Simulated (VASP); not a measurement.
A run of VASP 6.6.1 is set up as follows.

Contents of POSCAR:

```
AlP
1.0
    0.0000000000      2.8488274949      2.8488274949
    2.8488274949      0.0000000000      2.8488274949
    2.8488274949      2.8488274949      0.0000000000
Al P
1 1
Direct
    0.0000000000      0.0000000000      0.0000000000
    0.2500000000      0.2500000000      0.2500000000
```

INCAR.step1

```
PREC     = Accurate       # precision mode
ENCUT    = 550            # plane-wave cutoff, eV
ISMEAR   = 0              # smearing method
SIGMA    = 0.01           # smearing width, eV
LREAL    = False          # projectors in reciprocal space
LASPH    = True           # aspherical terms in the spheres
NELM     = 120            # most SCF steps
NBANDS   = 11             # bands
GGA      = PE             # functional
ALGO     = Normal         # electronic algorithm
EDIFF    = 1E-5           # SCF threshold, eV
LWAVE    = True           # write WAVECAR
LCHARG   = False          # write CHGCAR
GGA_COMPAT= False
```

INCAR.step2

```
PREC     = Accurate       # precision mode
ENCUT    = 550            # plane-wave cutoff, eV
EDIFF    = 1E-6           # SCF threshold, eV
ISMEAR   = 0              # smearing method
SIGMA    = 0.01           # smearing width, eV
LREAL    = False          # projectors in reciprocal space
LASPH    = True           # aspherical terms in the spheres
NELM     = 120            # most SCF steps
ALGO     = Normal         # electronic algorithm
ISIF     = 2              # what is computed and relaxed
LWAVE    = False          # write WAVECAR
LCHARG   = False          # write CHGCAR
METAGGA  = R2SCAN         # meta-GGA
LMIXTAU  = True         
NBANDS   = 11             # bands
ISTART   = 1            
GGA_COMPAT= False
```

File KPOINTS:

```
Automatic mesh
0
Gamma
  8 8 8
```

Potentials or basis: VASP PAW PBE potentials, release 64 (Al, P).

Command:

```bash
$ cat potpaw_PBE.64/Al/POTCAR potpaw_PBE.64/P/POTCAR > POTCAR
$ cp INCAR.step1 INCAR
$ mpirun -np 1 vasp_std > vasp.out
$ cp INCAR.step2 INCAR
$ mpirun -np 1 vasp_std > vasp.out
```

**Question.** Predict the band gap on the k mesh.

**Answer.** 2.11 eV, indirect (least direct gap 2.86 eV).

**Question.** Predict the pressure.

**Answer.** -8.6 GPa.

Caveat: the cell differs from its parent crystal (strain +4.0%); the PAW data sets were made with another functional, which shifts forces and pressure a little. A k mesh can miss the band edges.
